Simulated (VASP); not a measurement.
# Cs (P-1) in VASP: further runs

Runs on Cs. Level: r2SCAN. Tasks: single point.

Everything below comes from runs of VASP 6.6.1. Logs are shortened: lines on timing, memory, paths and dates and some standing lists are left out, and cuts for length are marked.

## Step 1: The cell of the first run

The typed cell holds 1 atom: a = 5.586 Å, b = 5.248 Å, c = 5.167 Å, α = 107.59°, β = 107.95°, γ = 110.21°.

## Step 2: Single point, r2SCAN

Input file POSCAR:

```
Cs
1.0
    3.2485077028     -4.5448598857      0.0110016026
    2.9519436302      4.3384750116     -0.0880527543
   -2.7005240651      0.0376170950      4.4049738093
Cs
1
Direct
    0.0000000000      0.0000000000      0.5000000000
```

Input file INCAR.step1:

```
  PREC = Accurate
  ENCUT = 520
  ISMEAR = -1
  SIGMA = 0.15
  LREAL = F
  LASPH = T
  NELM = 80
  NBANDS = 10
  GGA = PE
  ALGO = Normal
  EDIFF = 1E-4
  LWAVE = T
  LCHARG = F
```

Input file INCAR.step2:

```
  PREC = Accurate
  ENCUT = 520
  EDIFF = 1E-7
  ISMEAR = -1
  SIGMA = 0.15
  LREAL = F
  LASPH = T
  NELM = 80
  ALGO = Normal
  ISIF = 2
  LWAVE = F
  LCHARG = F
  METAGGA = R2SCAN
  LMIXTAU = T
  NBANDS = 10
  ISTART = 1
```

Input file KPOINTS:

```
regular mesh
0
Gamma
  4 5 5
```

Potentials or basis: VASP PAW PBE potentials, release 64 (Cs_sv).

On the command line:

```
cat potpaw_PBE.64/Cs_sv/POTCAR > POTCAR
cp INCAR.step1 INCAR
mpirun -np 1 vasp_std > vasp.out
cp INCAR.step2 INCAR
mpirun -np 1 vasp_std > vasp.out
```

OUTCAR:

```text
PREC = Accurate
   ENCUT = 520
   EDIFF = 1E-7
   ISMEAR = -1
   LREAL = F
   LASPH = T
   NELM = 80
   ISIF = 2
   METAGGA = R2SCAN
   ISTART = 1

 ion  position               nearest neighbor table
   1  0.000  0.000  0.500-

  LATTYP: Found a triclinic cell.
 ALAT       =     5.2482463652
 B/A-ratio  =     1.6013856706
 C/A-ratio  =     1.9664182204
 COS(alpha) =     0.0052799020
 COS(beta)  =     0.5274048323
 COS(gamma) =     0.8102833488

  Lattice vectors:

 A1 = (  -2.9519436302,  -4.3384750116,   0.0880527543)
 A2 = (  -5.6524676953,  -4.3008579166,   4.4930265636)
 A3 = (  -3.7513468330,  -4.2073243275,  -8.6448437126)

Analysis of symmetry for initial positions (statically):
=====================================================================
 Subroutine PRICEL returns:
 Original cell was already a primitive cell.

 Routine SETGRP: Setting up the symmetry group for a
 triclinic supercell.

 Subroutine GETGRP returns: Found  2 space group operations
 (whereof  2 operations were pure point group operations)
 out of a pool of  2 trial point group operations.

The static configuration has the point symmetry S_2 .

Analysis of symmetry for dynamics (positions and initial velocities):
=====================================================================
 Subroutine PRICEL returns:
 Original cell was already a primitive cell.

 Routine SETGRP: Setting up the symmetry group for a
 triclinic supercell.

 Subroutine GETGRP returns: Found  2 space group operations
 (whereof  2 operations were pure point group operations)
 out of a pool of  2 trial point group operations.

The dynamic configuration has the point symmetry S_2 .

 Subroutine INISYM returns: Found  2 space group operations
 (whereof  2 operations are pure point group operations),
 and found     1 'primitive' translations

----------------------------------------------------------------------------------------

                                     Primitive cell

  volume of cell :     120.2398

  direct lattice vectors                    reciprocal lattice vectors
     3.248507703 -4.544859886  0.011001603     0.158967113 -0.106166519  0.098363398
     2.951943630  4.338475012 -0.088052754     0.166503895  0.119255821  0.101058880
    -2.700524065  0.037617095  4.404973809     0.002931285  0.002649007  0.228790545

  length of vectors
     5.586472475  5.248246365  5.167014567     0.214981931  0.228382125  0.228824656

  position of ions in fractional coordinates (direct lattice)
     0.000000000  0.000000000  0.500000000

  ion indices of the primitive-cell ions
   primitive index   ion index
                 1           1

----------------------------------------------------------------------------------------

 KPOINTS: regular mesh

Automatic generation of k-mesh.
 Grid dimensions read from file:
 generate k-points for:    4    5    5

 Generating k-lattice:

  Cartesian coordinates                     Fractional coordinates (reciprocal lattice)
     0.039741778 -0.026541630  0.024590849     0.250000000 -0.000000000  0.000000000
     0.033300779  0.023851164  0.020211776     0.000000000  0.200000000 -0.000000000
     0.000586257  0.000529801  0.045758109    -0.000000000  0.000000000  0.200000000

  Length of vectors
     0.053745483  0.045676425  0.045764931

  Shift w.r.t. Gamma in fractional coordinates (k-lattice)
     0.000000000  0.000000000  0.000000000

 Subroutine IBZKPT returns following result:
 ===========================================

 Found     51 irreducible k-points:

 Following reciprocal coordinates:
            Coordinates               Weight
  0.000000  0.000000  0.000000      1.000000
  0.250000 -0.000000 -0.000000      2.000000
  0.500000 -0.000000 -0.000000      1.000000
  0.000000  0.200000 -0.000000      2.000000
  0.250000  0.200000 -0.000000      2.000000
  0.500000  0.200000 -0.000000      2.000000
[... 16 lines left out ...]
 -0.250000  0.400000  0.200000      2.000000
  0.000000 -0.400000  0.200000      2.000000
 [... further k-points ...]
   k-points           NKPTS =     51   k-points in BZ     NKDIM =     51   number of bands    NBANDS=     10
   number of dos      NEDOS =    301   number of ions     NIONS =      1
   total plane-waves  NPLWV =  67200
   dimension x,y,z NGX =    42 NGY =   40 NGZ =   40
   dimension x,y,z NGXF=    84 NGYF=   80 NGZF=   80
   ions per type =               1
   NGX,Y,Z   is equivalent  to a cutoff of  12.50, 12.67, 12.87 a.u.
   NGXF,Y,Z  is equivalent  to a cutoff of  25.00, 25.34, 25.74 a.u.
 SYSTEM =  unknown system
   PREC   = accura    normal or accurate (medium, high low for compatibility)
   ISTART =      1    job   : 0-new  1-cont  2-samecut
   ICHARG =      0    charge: 1-file 2-atom 10-const
   ISPIN  =      1    spin polarized calculation?
   LNONCOLLINEAR =      F non collinear calculations
   LSORBIT =      F    spin-orbit coupling
   LASPH  =      T    aspherical Exc in radial PAW
   ENCUT  =  520.0 eV  38.22 Ry    6.18 a.u.  10.39  9.76  9.61*2*pi/ulx,y,z
   NELM   =     80;   NELMIN=  2; NELMDL=  0     # of ELM steps
   EDIFF  = 0.1E-06   stopping-criterion for ELM
   LREAL  =      F    real-space projection
   EDIFFG = 0.1E-05   stopping-criterion for IOM
   NSW    =      0    number of steps for IOM
   IBRION =     -1    ionic relax: 0-MD 1-quasi-New 2-CG
   NFREE  =      0    steps in history (QN), initial steepest desc. (CG)
   ISIF   =      2    stress and relaxation
   ISYM   =      2    0-nonsym 1-usesym 2-fastsym
   POTIM  = 0.5000    time-step for ionic-motion
   TEBEG  =    0.0;   TEEND  =   0.0 temperature during run
   PSTRESS=    0.0 pullay stress
   NELECT =       9.0000    total number of electrons
   NUPDOWN=      -1.0000    fix difference up-down
   EMIN   =  10.00;   EMAX   =-10.00  energy-range for DOS
   EFERMI =   0.00;   METHOD = LEGACY
   ISMEAR =    -1;   SIGMA  =   0.15  broadening in eV -4-tet -1-fermi 0-gaus
   EFERMI_NEDOS =   21; number of points for ismear=-14 and -15
   IALGO  =     38    algorithm
   IMIX   =      4    mixing-type and parameters
     AMIX     =   0.40;   BMIX     =  1.00
     AMIX_MAG =   1.60;   BMIX_MAG =  1.00
  volume/ion in A,a.u.               =     120.24       811.42
  Fermi-wavevector in a.u.,A,eV,Ry     =   0.689932  1.303782  6.476454  0.476006
  Thomas-Fermi vector in A             =   1.771157
   LORBIT       =      0    0 simple, 1 ext, 2 COOP (PROOUT), +10 PAW based schemes
   METAGGA = R2SCAN    functional components
   LHFCALC =     F    Hartree Fock is set to
   AEXX    =    0.0000 exact exchange contribution
   IVDW    =     0    specifies the selected vdW correction
   LEPSILON=     F    determine dielectric tensor
   LRPA    =     F    only Hartree local field effects (RPA)
 non-spin polarized calculation
  energy-cutoff  :      520.00
  volume of cell :      120.24
 maximum number of plane-waves:      3269
 NGX is ok and might be reduce to    42
   NGX = 21   NGY = 19   NGZ = 19

 number of electron       9.0000000 magnetization

 Free energy of the ion-electron system (eV)
  ---------------------------------------------------
  ext. energy  EPLUGINS =         0.00000000
  ---------------------------------------------------
  free energy    TOTEN  =       -25.05763770 eV

  energy without entropy =      -24.97763046  energy(sigma->0) =      -25.01763408

 E-fermi :   0.4077     XC(G=0):  -5.5173

 val. band max:        0.3546504284   @ k =   0.5000  -0.0000   0.2000
 cond. band min:       0.4352968285   @ k =   0.5000  -0.0000  -0.0000
 fundamental gap:      0.0806464001
 Fermi energy:         0.4076570033

 k-point     1 :       0.0000    0.0000    0.0000
  band No.  band energies     occupation
      1     -24.3950      2.00000
      2     -10.7688      2.00000
      3     -10.7660      2.00000
      4     -10.7633      2.00000
      5      -1.2977      1.99998
      6       2.9995      0.00000
      7       3.0437      0.00000
      8       3.4621      0.00000
      9       4.0980      0.00000
     10       4.1924      0.00000

 k-point     2 :       0.2500   -0.0000   -0.0000
  band No.  band energies     occupation
      1     -24.3931      2.00000
      2     -10.8177      2.00000
      3     -10.7776      2.00000
      4     -10.7649      2.00000
      5      -0.7078      1.99882
      6       2.0795      0.00003
      7       2.6148      0.00000
      8       4.0386      0.00000
      9       4.1645      0.00000
     10       4.2459      0.00000

 k-point     3 :       0.5000   -0.0000   -0.0000
  band No.  band energies     occupation
      1     -24.3911      2.00000
      2     -10.8652      2.00000
      3     -10.7895      2.00000
      4     -10.7662      2.00000
      5       0.4353      0.90813
      6       0.9422      0.05511
      7       2.3241      0.00001
      8       4.1477      0.00000
      9       4.7690      0.00000
     10       5.2028      0.00000

 k-point     4 :       0.0000    0.2000   -0.0000
  band No.  band energies     occupation
      1     -24.3929      2.00000
      2     -10.8109      2.00000
      3     -10.7794      2.00000
      4     -10.7649      2.00000
      5      -0.8614      1.99958
      6       2.6040      0.00000
      7       2.6868      0.00000
      8       3.5222      0.00000
      9       4.0104      0.00000
     10       4.0938      0.00000

 k-point     5 :       0.2500    0.2000   -0.0000
  band No.  band energies     occupation
      1     -24.3907      2.00000
      2     -10.8447      2.00000
      3     -10.8074      2.00000
      4     -10.7724      2.00000
      5       0.0863      1.78987
      6       1.5991      0.00071
      7       2.1700      0.00002
      8       4.0257      0.00000
      9       4.4304      0.00000
     10       4.6348      0.00000

 k-point     6 :       0.5000    0.2000   -0.0000
  band No.  band energies     occupation
      1     -24.3904      2.00000
      2     -10.8466      2.00000
      3     -10.8141      2.00000
      4     -10.7728      2.00000
      5       0.3221      1.27759
      6       1.4112      0.00248
      7       2.0933      0.00003
      8       4.0306      0.00000
      9       4.4218      0.00000
     10       4.8068      0.00000
[... 183 lines left out ...]
 k-point    21 :       0.2500    0.4000    0.2000
  band No.  band energies     occupation
      1     -24.3880      2.00000
      2     -10.8729      2.00000
      3     -10.8126      2.00000
      4     -10.7929      2.00000
      5       0.9575      0.04989
      6       1.4240      0.00228
      7       1.7683      0.00023
      8       3.7760      0.00000
      9       4.3878      0.00000
     10       4.5189      0.00000

 k-point    22 :       0.5000    0.4000    0.2000
  band No.  band energies     occupation
      1     -24.3877      2.00000
      2     -10.8758      2.00000
      3     -10.8187      2.00000
      4     -10.7850      2.00000
      5       0.6825      0.27594
      6       1.3219      0.00450
      7       2.3735      0.00000
      8       3.2197      0.00000
      9       4.3361      0.00000
     10       5.1213      0.00000

 k-point    23 :      -0.2500    0.4000    0.2000
  band No.  band energies     occupation
      1     -24.3875      2.00000
      2     -10.8687      2.00000
      3     -10.8139      2.00000
      4     -10.8004      2.00000
      5       0.4936      0.72101
      6       1.5948      0.00073
      7       2.5849      0.00000
      8       3.0598      0.00000
      9       3.9168      0.00000
     10       4.5584      0.00000

 k-point    24 :       0.0000   -0.4000    0.2000
  band No.  band energies     occupation
      1     -24.3889      2.00000
      2     -10.8693      2.00000
      3     -10.8000      2.00000
      4     -10.7761      2.00000
      5      -0.0291      1.89683
      6       1.9744      0.00006
      7       2.2987      0.00001
      8       3.5915      0.00000
      9       4.2398      0.00000
     10       4.4525      0.00000

 [... further k-points ...]

------------------------ aborting loop because EDIFF is reached ----------------------------------------

  FORCE on cell =-STRESS in cart. coord.  units (eV):
  Direction    XX          YY          ZZ          XY          YZ          ZX
  --------------------------------------------------------------------------------------
  -------------------------------------------------------------------------------------
  Total        0.0198197      0.0180952      0.0602560      0.0622654      0.0122361     -0.0811564
  in kB        0.2640940      0.2411161      0.8029017      0.8296765      0.1630447     -1.0813971
  external PRESSURE =       0.4360372 kB  Pullay stress =       0.0000000 kB

 VOLUME and BASIS-vectors are now :
 -----------------------------------------------------------------------------
  energy-cutoff  :      520.00
  volume of cell :      120.24
      direct lattice vectors                 reciprocal lattice vectors
     3.248507703 -4.544859886  0.011001603     0.158967113 -0.106166519  0.098363398
     2.951943630  4.338475012 -0.088052754     0.166503895  0.119255821  0.101058880
    -2.700524065  0.037617095  4.404973809     0.002931285  0.002649007  0.228790545

 POSITION                                       TOTAL-FORCE (eV/Angst)
 -----------------------------------------------------------------------------------
     -1.35026      0.01881      2.20249        -0.000000      0.000000      0.000000
 -----------------------------------------------------------------------------------
    total drift:                               -0.000000     -0.000000      0.000000

  FREE ENERGIE OF THE ION-ELECTRON SYSTEM (eV)
  ---------------------------------------------------
  free  energy   TOTEN  =       -25.0576376971 eV

  energy  without entropy=      -24.9776304639  energy(sigma->0) =      -25.01763408
```

Wall time 2.8 min (1 thread of Intel Xeon Platinum 8559C (Emerald Rapids), shared host); peak memory 0.29 GiB.

Results:

```
Free energy            : -25.0576 eV
Pressure               : 0.0 GPa
Band gap on the k mesh : zero (an odd number of electrons rules out a gap without spin polarisation)
```

Levels at points of the mesh, in eV from the Fermi level:
| k point | band 1 | band 2 | band 3 | band 4 | band 5 | band 6 | band 7 | band 8 |
| --- | --- | --- | --- | --- | --- | --- | --- | --- |
| (0.00, 0.00, 0.00) | -24.80 | -11.18 | -11.17 | -11.17 | -1.71 | 2.59 | 2.64 | 3.05 |
| (0.50, 0.00, 0.00) | -24.80 | -11.27 | -11.20 | -11.17 | 0.03 | 0.53 | 1.92 | 3.74 |

Caveat: the PAW data sets were made with another functional, which shifts forces and pressure a little; spin-orbit coupling is left out, which moves the levels of the heavy elements.

## Step 3: Single point, r2SCAN

This run uses another cell than the first one, of 120.84 Å³/atom.

Input file POSCAR:

```
Cs
1.0
    3.2539400000     -4.5524600000      0.0110200000
    2.9568800000      4.3457300000     -0.0882000000
   -2.7050400000      0.0376800000      4.4123400000
Cs
1
Direct
    0.0000000000      0.0000000000      0.5000000000
```

Input file INCAR.step1:

```
SYSTEM = Cs
  PREC = Accurate
  ENCUT = 520
  ISMEAR = -1
  SIGMA = 0.15
  LREAL = .FALSE.
  LASPH = .TRUE.
  NELM = 60
  NBANDS = 10
  GGA = PE
  ALGO = Normal
  EDIFF = 1E-4
  LWAVE = .TRUE.
  LCHARG = .FALSE.
```

Input file INCAR.step2:

```
SYSTEM = Cs
  PREC = Accurate
  ENCUT = 520
  EDIFF = 1E-6
  ISMEAR = -1
  SIGMA = 0.15
  LREAL = .FALSE.
  LASPH = .TRUE.
  NELM = 60
  ALGO = Normal
  ISIF = 2
  LWAVE = .FALSE.
  LCHARG = .FALSE.
  METAGGA = R2SCAN
  LMIXTAU = .TRUE.
  NBANDS = 10
  ISTART = 1
```

Input file KPOINTS:

```
regular mesh
0
G
  4 5 5
  0 0 0
```

Potentials or basis: VASP PAW PBE potentials, release 64 (Cs_sv).

On the command line:

```
cat potpaw_PBE.64/Cs_sv/POTCAR > POTCAR
cp INCAR.step1 INCAR
mpirun -np 1 vasp_std > vasp.out
cp INCAR.step2 INCAR
mpirun -np 1 vasp_std > vasp.out
```

Wall time 2.5 min (1 thread of Intel Xeon Platinum 8559C (Emerald Rapids), shared host); peak memory 0.29 GiB.

Results (log left out):

| Property | Result |
| --- | --- |
| Free energy | -25.0578 eV |
| Pressure | 0.0 GPa |
| Band gap on the k mesh | zero (an odd number of electrons rules out a gap without spin polarisation) |

Stress tensor (GPa, compression positive):
```
 0.01  0.08 -0.11
 0.08  0.01  0.02
-0.11  0.02  0.07
```

Levels at points of the mesh, in eV from the Fermi level:
```
           k point  band 2  band 3  band 4  band 5  band 6  band 7
(0.00, 0.00, 0.00)  -11.18  -11.18  -11.17   -1.70    2.59    2.63
(0.50, 0.00, 0.00)  -11.27  -11.20  -11.18    0.03    0.53    1.92
```

Caveat: the PAW data sets were made with another functional, which shifts forces and pressure a little; spin-orbit coupling is left out, which moves the levels of the heavy elements.

[end of part 1 of 2]

The gap in the log of VASP goes by the Fermi energy; the results here count the filled bands.